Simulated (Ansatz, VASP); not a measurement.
# Ta2Ru in VASP and in Ansatz

```xyz
3
Lattice="0.0000 3.0278 3.0278 3.0278 0.0000 3.0278 3.0278 3.0278 0.0000" Properties=species:S:1:pos:R:3 pbc="T T T"
Ta    4.5417    4.5417    4.5417
Ta    1.5139    1.5139    1.5139
Ru    0.0000    0.0000    0.0000
```

Alike in both runs: functional LDA; k mesh 14 × 14 × 14; occupations gaussian, width 0.1 eV; no spin polarisation.

Ansatz relaxed the structure, and its values are those at the end. VASP's run is a single point on that final structure, the one shown.

|  | VASP | Ansatz |
| --- | --- | --- |
| version | VASP 6.6.1 | Ansatz 0.2.0 |
| potentials or method | VASP PAW LDA potentials, release 64 (Ta_pv, Ru_pv) | scalar-relativistic, plane waves, PAW |
| plane-wave cutoff (eV) | 520 | 420 |
| valence electrons in the cell | 36 | 42 |

Ansatz gave:

* gap on the k mesh at the Fermi level (eV): none
* pressure (GPa): 0.0

Q: Which values does VASP return?

A: gap on the k mesh at the Fermi level (eV): none; pressure (GPa): 0.7.

LDA's correlation is that of Perdew and Zunger in VASP and of Perdew and Wang (1992) in Ansatz. A gap of «none» marks a metal or a gap that the smearing closes. VASP's potentials hold 36 valence electrons a cell and Ansatz's 42, so a difference there can come from the potentials and not from the codes.

Neither program's run includes spin-orbit coupling.
